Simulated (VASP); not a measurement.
Write the native input for VASP 6.6.1 that does the following.

- Task: single point
- Functional: revPBE
- Potentials or basis: VASP PAW PBE potentials, release 64 (As)
- Cutoff: 520 eV
- k mesh: 21 × 21 × 21
- Occupations: fermi-dirac, width 0.1 eV
- Spin: no spin polarisation
- Dipole correction: no
- Further INCAR settings: ALGO = Normal; EDIFF = 1e-06; NBANDS = 8

The structure of As lies in POSCAR:

```
As
1.0
    0.0000000000      2.1410747292      2.1410747292
    2.1410747292      0.0000000000      2.1410747292
    2.1410747292      2.1410747292      0.0000000000
As
1
Direct
    0.0000000000      0.0000000000      0.0000000000
```

One way to write it, as run:

INCAR

```
PREC = Accurate ; ENCUT = 520
EDIFF = 1E-6 ; ISMEAR = -1
SIGMA = 0.1 ; LREAL = False
LASPH = True ; NELM = 80
ALGO = Normal ; ISIF = 2
LWAVE = False ; LCHARG = False
GGA = RE ; NBANDS = 8
```

KPOINTS

```
regular mesh
0
Gamma
  21 21 21
```

Potentials or basis: VASP PAW PBE potentials, release 64 (As).

The run is started by

```bash
$ cat potpaw_PBE.64/As/POTCAR > POTCAR
$ mpirun -np 1 vasp_std > vasp.out
```

It gave:

```json
{
  "Pressure": "-0.1 GPa"
}
```

Caveat: the PAW data sets were made with another functional, which shifts forces and pressure a little.

Wall time 10 s on 1 thread of Intel(R) Xeon(R) 6975P-C (Granite Rapids), on a shared host, peak memory 0.16 GiB.
